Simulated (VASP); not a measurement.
Set up this calculation in VASP 6.6.1, as the native input.

```
Task                   : single point
Functional             : PBE
Potentials or basis    : VASP PAW PBE potentials, release 64 (Ca_sv, H, Pt)
Cutoff                 : 520 eV
k mesh                 : 6 × 6 × 6
Occupations            : gaussian, width 0.1 eV
Spin                   : no spin polarisation
Dipole correction      : no
Further INCAR settings : ALGO = Normal; EDIFF = 1e-06; NBANDS = 30
```

The structure of Ca3H2Pt lies in POSCAR:

```
Ca3H2Pt
1.0
    3.7323690249      2.1548842612      3.6984124903
   -3.7323690249      2.1548842612      3.6984124903
    0.0000000000     -4.3097685225      3.6984124903
Ca H Pt
3 2 1
Direct
    0.0000000000      0.5000000000      0.0000000000
    0.5000000000      0.0000000000      0.0000000000
    0.0000000000      0.0000000000      0.5000000000
    0.7516483531      0.7516483531      0.7516483531
    0.2483516469      0.2483516469      0.2483516469
    0.0000000000      0.0000000000      0.0000000000
```

The cell was built from a structure type or drawn by symmetry, and may not be a known phase.

One way to write it, as run:

INCAR

```
ALGO = Normal ; EDIFF = 1E-6
ENCUT = 520 ; GGA = PE
ISIF = 2 ; ISMEAR = 0
LASPH = T ; LCHARG = F
LREAL = F ; LWAVE = F
NBANDS = 30 ; NELM = 80
PREC = Accurate ; SIGMA = 0.1
```

KPOINTS

```
k-points
0
Gamma
  6 6 6
```

Potentials or basis: VASP PAW PBE potentials, release 64 (Ca_sv, H, Pt).

The run is started by

```console
$ cat potpaw_PBE.64/Ca_sv/POTCAR potpaw_PBE.64/H/POTCAR potpaw_PBE.64/Pt/POTCAR > POTCAR
$ mpirun -np 1 vasp_std > vasp.out
```

It gave:

```
Pressure               : 0.3 GPa
Largest force          : 0.035 eV/Å
Band gap on the k mesh : zero (bands 21 and 22 overlap by 0.96 eV)
```

Caveat: spin-orbit coupling is left out, which moves the levels of the heavy elements.

It took 79 s on 1 thread of Intel(R) Xeon(R) 6975P-C (Granite Rapids), on a shared host, peak memory 0.36 GiB.
